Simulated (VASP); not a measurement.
# KF (Fm-3m) in VASP: settings compared

Aim: see how the results for KF move with the level of theory and the settings. Levels: PBEsol+U, PBE+U. Tasks: single point.

Everything below comes from runs of VASP 6.6.1. Logs are shortened: lines on timing, memory, paths and dates and some standing lists are left out, and cuts for length are marked.

**1. The cell of the first run**

The structure is cubic, space group Fm-3m (No. 225). Conventional cell: a = 5.309 Å, b = 5.309 Å, c = 5.309 Å, α = 90.00°, β = 90.00°, γ = 90.00°. Within 3.5 Å of K (site symmetry m-3m) lie 6 F at 2.65 Å. Within 3.5 Å of F (site symmetry m-3m) lie 6 K at 2.65 Å.

**2. Single point, PBEsol+U**

Contents of INCAR:

```
SYSTEM = KF
ALGO = Normal
EDIFF = 1E-6
ENCUT = 600
GGA = PS
GGA_COMPAT = .False.
ISIF = 2
ISMEAR = 0
ISYM = 0
LASPH = .True.
LCHARG = .True.
LDAU = .True.
LDAUJ = 0 0
LDAUL = -1 1
LDAUPRINT = 1
LDAUTYPE = 2
LDAUU = 0 5.2
LELF = .True.
LREAL = .False.
LVHAR = .True.
LWAVE = .False.
NBANDS = 15
NELM = 200
PREC = Accurate
SIGMA = 0.1
```

Contents of KPOINTS:

```
k-points
0
Gamma
  4 1 1
  0 0 0
```

Contents of POSCAR:

```
KF
1.0
    0.0000000000      2.6544134050      2.6544134050
    2.6544134050      0.0000000000      2.6544134050
    2.6544134050      2.6544134050      0.0000000000
K F
1 1
Direct
    0.0000000000      0.0000000000      0.0000000000
    0.5000000000      0.5000000000      0.5000000000
```

Potentials or basis: VASP PAW PBE potentials, release 64 (K_sv, F).

Started as:

```sh
> cat potpaw_PBE.64/K_sv/POTCAR potpaw_PBE.64/F/POTCAR > POTCAR
> mpirun -np 1 vasp_std > vasp.out
```

OUTCAR:

```text
SYSTEM = KF
   EDIFF = 1E-6
   ENCUT = 600
   GGA = PS
   ISIF = 2
   ISMEAR = 0
   ISYM = 0
   LASPH = .True.
   LREAL = .False.
   NELM = 200
   PREC = Accurate

 ion  position               nearest neighbor table
   1  0.000  0.000  0.000-   2 2.65   2 2.65   2 2.65   2 2.65   2 2.65   2 2.65
   2  0.500  0.500  0.500-   1 2.65   1 2.65   1 2.65   1 2.65   1 2.65   1 2.65

IMPORTANT INFORMATION: All symmetrisations will be switched off!
NOSYMM: (Re-)initialisation of all symmetry stuff for point group C_1.

----------------------------------------------------------------------------------------

                                     Primitive cell

  volume of cell :      37.4055

  direct lattice vectors                    reciprocal lattice vectors
     0.000000000  2.654413405  2.654413405    -0.188365535  0.188365535  0.188365535
     2.654413405  0.000000000  2.654413405     0.188365535 -0.188365535  0.188365535
     2.654413405  2.654413405  0.000000000     0.188365535  0.188365535 -0.188365535

  length of vectors
     3.753907437  3.753907437  3.753907437     0.326258676  0.326258676  0.326258676

  position of ions in fractional coordinates (direct lattice)
     0.000000000  0.000000000  0.000000000
     0.500000000  0.500000000  0.500000000

  ion indices of the primitive-cell ions
   primitive index   ion index
                 1           1
                 2           2

----------------------------------------------------------------------------------------

 KPOINTS: k-points

Automatic generation of k-mesh.
 Grid dimensions read from file:
 generate k-points for:    4    1    1

 Generating k-lattice:

  Cartesian coordinates                     Fractional coordinates (reciprocal lattice)
    -0.047091384  0.047091384  0.047091384     0.250000000  0.000000000  0.000000000
     0.188365535 -0.188365535  0.188365535     0.000000000  1.000000000  0.000000000
     0.188365535  0.188365535 -0.188365535     0.000000000  0.000000000  1.000000000

  Length of vectors
     0.081564669  0.326258676  0.326258676

  Shift w.r.t. Gamma in fractional coordinates (k-lattice)
     0.000000000  0.000000000  0.000000000

 -----------------------------------------------------------------------------
|                                                                             |
|           W    W    AA    RRRRR   N    N  II  N    N   GGGG   !!!           |
|           W    W   A  A   R    R  NN   N  II  NN   N  G    G  !!!           |
|           W    W  A    A  R    R  N N  N  II  N N  N  G       !!!           |
|           W WW W  AAAAAA  RRRRR   N  N N  II  N  N N  G  GGG   !            |
|           WW  WW  A    A  R   R   N   NN  II  N   NN  G    G                |
|           W    W  A    A  R    R  N    N  II  N    N   GGGG   !!!           |
|                                                                             |
|     Your reciprocal lattice and k-lattice belong to different lattice       |
|     classes:                                                                |
|                                                                             |
|        The reciprocal lattice is body-centered cubic,                       |
|        whereas your k-lattice is rhombohedral (trigonal).                   |
|                                                                             |
|     Results are often still useful ...                                      |
|                                                                             |
 -----------------------------------------------------------------------------

 WARNING: IBZKPT: internal override: KBLOWUP is changed to .FALSE.
      ... skipping the blow-up phase ...

 Subroutine IBZKPT returns following result:
 ===========================================

 Found      3 irreducible k-points:

 Following reciprocal coordinates:
            Coordinates               Weight
  0.000000  0.000000  0.000000      1.000000
  0.250000  0.000000  0.000000      2.000000
  0.500000  0.000000  0.000000      1.000000
   k-points           NKPTS =      3   k-points in BZ     NKDIM =      3   number of bands    NBANDS=     15
   number of dos      NEDOS =    301   number of ions     NIONS =      2
   total plane-waves  NPLWV =  27000
   dimension x,y,z NGX =    30 NGY =   30 NGZ =   30
   dimension x,y,z NGXF=    60 NGYF=   60 NGZF=   60
   ions per type =               1   1
   NGX,Y,Z   is equivalent  to a cutoff of  13.29, 13.29, 13.29 a.u.
   NGXF,Y,Z  is equivalent  to a cutoff of  26.57, 26.57, 26.57 a.u.
 SYSTEM =  KF
   PREC   = accura    normal or accurate (medium, high low for compatibility)
   ISTART =      0    job   : 0-new  1-cont  2-samecut
   ICHARG =      2    charge: 1-file 2-atom 10-const
   ISPIN  =      1    spin polarized calculation?
   LNONCOLLINEAR =      F non collinear calculations
   LSORBIT =      F    spin-orbit coupling
   LASPH  =      T    aspherical Exc in radial PAW
   ENCUT  =  600.0 eV  44.10 Ry    6.64 a.u.   7.50  7.50  7.50*2*pi/ulx,y,z
   NELM   =    200;   NELMIN=  2; NELMDL= -5     # of ELM steps
   EDIFF  = 0.1E-05   stopping-criterion for ELM
   LREAL  =      F    real-space projection
   EDIFFG = 0.1E-04   stopping-criterion for IOM
   NSW    =      0    number of steps for IOM
   IBRION =     -1    ionic relax: 0-MD 1-quasi-New 2-CG
   NFREE  =      0    steps in history (QN), initial steepest desc. (CG)
   ISIF   =      2    stress and relaxation
   ISYM   =      0    0-nonsym 1-usesym 2-fastsym
   POTIM  = 0.5000    time-step for ionic-motion
   TEBEG  =    0.0;   TEEND  =   0.0 temperature during run
   PSTRESS=    0.0 pullay stress
   NELECT =      16.0000    total number of electrons
   NUPDOWN=      -1.0000    fix difference up-down
   EMIN   =  10.00;   EMAX   =-10.00  energy-range for DOS
   EFERMI =   0.00;   METHOD = LEGACY
   ISMEAR =     0;   SIGMA  =   0.10  broadening in eV -4-tet -1-fermi 0-gaus
   EFERMI_NEDOS =   21; number of points for ismear=-14 and -15
   IALGO  =     38    algorithm
   IMIX   =      4    mixing-type and parameters
     AMIX     =   0.40;   BMIX     =  1.00
     AMIX_MAG =   1.60;   BMIX_MAG =  1.00
  volume/ion in A,a.u.               =      18.70       126.21
  Fermi-wavevector in a.u.,A,eV,Ry     =   1.233492  2.330962 20.701292  1.521502
  Thomas-Fermi vector in A             =   2.368220
   LORBIT       =      0    0 simple, 1 ext, 2 COOP (PROOUT), +10 PAW based schemes
 LDA+U is selected, type is set to LDAUTYPE =  2
   angular momentum for each species LDAUL =    -1    1
   U (eV)           for each species LDAUU =   0.0  5.2
   J (eV)           for each species LDAUJ =   0.0  0.0
   GGA     = PS    functional components
   LHFCALC =     F    Hartree Fock is set to
   AEXX    =    0.0000 exact exchange contribution
   IVDW    =     0    specifies the selected vdW correction
   LEPSILON=     F    determine dielectric tensor
   LRPA    =     F    only Hartree local field effects (RPA)
 non-spin polarized calculation
 Gauss-broadening in eV      SIGMA  =   0.10
  energy-cutoff  :      600.00
  volume of cell :       37.41
 maximum number of plane-waves:      1257
 NGX is ok and might be reduce to    30
   NGX = 15   NGY = 15   NGZ = 15

 number of electron      16.0000003 magnetization

 Free energy of the ion-electron system (eV)
  ---------------------------------------------------
  ext. energy  EPLUGINS =         0.00000000
  ---------------------------------------------------
  free energy    TOTEN  =        -4.60997362 eV

  energy without entropy =       -4.60997362  energy(sigma->0) =       -4.60997362

 E-fermi :  -2.3946     XC(G=0):  -8.4871

 val. band max:       -2.9458487440   @ k =   0.0000   0.0000   0.0000
 cond. band min:       3.5685266386   @ k =   0.0000   0.0000   0.0000
 fundamental gap:      6.5143753826
 Fermi energy:        -2.3946144235

 k-point     1 :       0.0000    0.0000    0.0000
  band No.  band energies     occupation
      1     -28.7100      2.00000
      2     -20.5023      2.00000
      3     -12.0675      2.00000
      4     -12.0044      2.00000
      5     -12.0044      2.00000
      6      -3.0325      2.00000
      7      -3.0325      2.00000
      8      -2.9458      2.00000
      9       3.5685      0.00000
     10       7.9252      0.00000
     11       7.9551      0.00000
     12       7.9551      0.00000
     13       9.6114      0.00000
     14       9.6114      0.00000
     15      14.2820      0.00000

 k-point     2 :       0.2500    0.0000    0.0000
  band No.  band energies     occupation
      1     -28.6594      2.00000
      2     -20.5555      2.00000
      3     -12.1984      2.00000
      4     -12.0222      2.00000
      5     -12.0222      2.00000
      6      -3.3889      2.00000
      7      -3.2167      2.00000
      8      -3.2167      2.00000
      9       5.0595      0.00000
     10       7.3777      0.00000
     11       8.6827      0.00000
     12       8.6827      0.00000
     13      10.2269      0.00000
     14      10.2269      0.00000
     15      16.0266      0.00000

 k-point     3 :       0.5000    0.0000    0.0000
  band No.  band energies     occupation
      1     -28.6078      2.00000
      2     -20.6098      2.00000
      3     -12.3269      2.00000
      4     -12.0394      2.00000
      5     -12.0394      2.00000
      6      -3.7518      2.00000
      7      -3.3930      2.00000
      8      -3.3930      2.00000
      9       6.2857      0.00000
     10       8.1167      0.00000
     11       9.3420      0.00000
     12       9.3420      0.00000
     13      11.6006      0.00000
     14      11.6006      0.00000
     15      13.5086      0.00000

------------------------ aborting loop because EDIFF is reached ----------------------------------------

  FORCE on cell =-STRESS in cart. coord.  units (eV):
  Direction    XX          YY          ZZ          XY          YZ          ZX
  --------------------------------------------------------------------------------------
  -------------------------------------------------------------------------------------
  Total        1.2198940      1.2198935      1.2198932      2.0012248     -2.0012153      2.0012257
  in kB       52.2512856     52.2512647     52.2512547     85.7177509    -85.7173473     85.7177922
  external PRESSURE =      52.2512683 kB  Pullay stress =       0.0000000 kB

 VOLUME and BASIS-vectors are now :
 -----------------------------------------------------------------------------
  energy-cutoff  :      600.00
  volume of cell :       37.41
      direct lattice vectors                 reciprocal lattice vectors
     0.000000000  2.654413405  2.654413405    -0.188365535  0.188365535  0.188365535
     2.654413405  0.000000000  2.654413405     0.188365535 -0.188365535  0.188365535
     2.654413405  2.654413405  0.000000000     0.188365535  0.188365535 -0.188365535

 POSITION                                       TOTAL-FORCE (eV/Angst)
 -----------------------------------------------------------------------------------
      0.00000      0.00000      0.00000         0.000003     -0.000004     -0.000003
      2.65441      2.65441      2.65441        -0.000003      0.000004      0.000003
 -----------------------------------------------------------------------------------
    total drift:                               -0.000005      0.000008      0.000007

  FREE ENERGIE OF THE ION-ELECTRON SYSTEM (eV)
  ---------------------------------------------------
  free  energy   TOTEN  =        -4.6099736245 eV

  energy  without entropy=       -4.6099736245  energy(sigma->0) =       -4.60997362
```

It took 5.3 s on 1 thread of Intel Xeon Platinum 8259CL at 2.50GHz (Skylake/Cascade Lake), shared host; peak memory 0.16 GiB.

Results:

| Quantity | Value |
| --- | --- |
| Free energy | -4.6100 eV |
| Pressure | 5.2 GPa |
| Band gap on the k mesh | 6.51 eV |

Caveat: the k points lie up to 1.94 Å⁻¹ apart; the PAW data sets were made with another functional, which shifts forces and pressure a little.

**3. Single point, PBE+U**

Contents of INCAR:

```
SYSTEM = KF
  PREC = Accurate
  ENCUT = 600
  EDIFF = 1E-6
  ISMEAR = 0
  SIGMA = 0.1
  LREAL = .FALSE.
  LASPH = .TRUE.
  NELM = 200
  ALGO = Normal
  ISIF = 2
  LWAVE = .FALSE.
  LCHARG = .FALSE.
  LDAU = .TRUE.
  LDAUTYPE = 2
  LDAUL = -1 1
  LDAUU = 0 2.4
  LDAUJ = 0 0
  LDAUPRINT = 1
  GGA = PE
  NBANDS = 15
  GGA_COMPAT = .FALSE.
```

Contents of KPOINTS:

```
Automatic mesh
0
G
  2 2 2
  0 0 0
```

POSCAR is that of step 2.

Potentials or basis: VASP PAW PBE potentials, release 64 (K_sv, F).

Started as:

```sh
> cat potpaw_PBE.64/K_sv/POTCAR potpaw_PBE.64/F/POTCAR > POTCAR
> mpirun -np 1 vasp_std > vasp.out
```

Run time: 4.7 s. Hardware: 1 thread of Intel Xeon Platinum 8259CL at 2.50GHz (Skylake/Cascade Lake), shared host; peak memory 0.16 GiB.

Results (log left out):

| Property | Result |
| --- | --- |
| Free energy | -6.8589 eV |
| Pressure | 1.8 GPa |
| Band gap on the k mesh | 6.47 eV |

Levels at points of the mesh, in eV from the valence-band top:
```
           k point  band 4  band 5  band 6  band 7  band 8  band 9  band 10  band 11  band 12  band 13
(0.00, 0.00, 0.00)   -9.20   -9.20    0.00    0.00    0.00    6.47    10.88    10.88    10.88    12.58
(0.50, 0.00, 0.00)   -9.24   -9.24   -0.79   -0.35   -0.35    9.28    10.94    12.29    12.29    14.56
(0.50, 0.50, 0.00)   -9.42   -9.42   -0.19   -0.05   -0.05    8.38    10.60    12.12    13.86    14.48
```

Caveat: the k points lie up to 1.02 Å⁻¹ apart.

**4. Single point, PBEsol+U**

Contents of INCAR:

```
PREC = Accurate
ENCUT = 600
EDIFF = 1E-6
ISMEAR = 0
SIGMA = 0.1
LREAL = F
LASPH = T
NELM = 200
ALGO = Normal
ISIF = 2
LWAVE = F
LCHARG = T
LDAU = T
LDAUTYPE = 2
LDAUL = -1 1
LDAUU = 0 4.5
LDAUJ = 0 0
LDAUPRINT = 1
GGA = PS
LELF = T
LVHAR = T
ISYM = 0
NBANDS = 15
GGA_COMPAT = F
```

Contents of KPOINTS:

```
regular mesh
0
Gamma
  1 1 3
```

POSCAR is that of step 3.

Started as:

```sh
> cat potpaw_PBE.64/K_sv/POTCAR potpaw_PBE.64/F/POTCAR > POTCAR
> mpirun -np 1 vasp_std > vasp.out
```

Wall time 4.8 s (1 thread of Intel Xeon Platinum 8259CL at 2.50GHz (Skylake/Cascade Lake), shared host); peak memory 0.16 GiB.

It converged, with:

* Free energy: -5.0041 eV
* Pressure: 5.4 GPa
* Band gap on the k mesh: 6.45 eV

Levels at points of the mesh, in eV from the valence-band top:
```csv
k point,band 6,band 7,band 8,band 9,band 10,band 11
"(0.00, 0.00, 0.00)",-0.06,-0.06,0.00,6.45,10.82,10.85
```

Caveat: the k points lie up to 1.93 Å⁻¹ apart; the PAW data sets were made with another functional, which shifts forces and pressure a little.

(Part 1 of 2 ends here.)
